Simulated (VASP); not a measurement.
The system is KCl.

```xyz
2
Lattice="0.0000 2.9618 3.1448 2.9618 0.0000 3.1448 2.9618 2.9618 0.0000" Properties=species:S:1:pos:R:3 pbc="T T T"
K     0.0000    0.0000    0.0000
Cl    2.9618    2.9618    3.1448
```

This cell differs from its parent crystal: biaxial xy strain -5.8%.

Base run:

* Program: VASP 6.6.1
* Functional: PBE
* Potentials or basis: VASP PAW PBE potentials, release 64 (K_sv, Cl)
* Cutoff: 520 eV
* k mesh: 8 × 8 × 8
* Occupations: fermi-dirac, width 0.02 eV
* Spin: no spin polarisation

Its results: band gap on the k mesh 5.58 eV; pressure 4.3 GPa.

Task: The run is repeated on the same cell with these changes: functional from PBE to r2SCAN; occupations from fermi-dirac, width 0.02 eV to gaussian, width 0.01 eV. What comes out?

Result: Band gap on the k mesh 6.23 eV; pressure 3.4 GPa.

Caveats: the cell stands under pressure; the PAW data sets were made with another functional, which shifts forces and pressure a little (at least some runs).

A k mesh can miss the band edges.
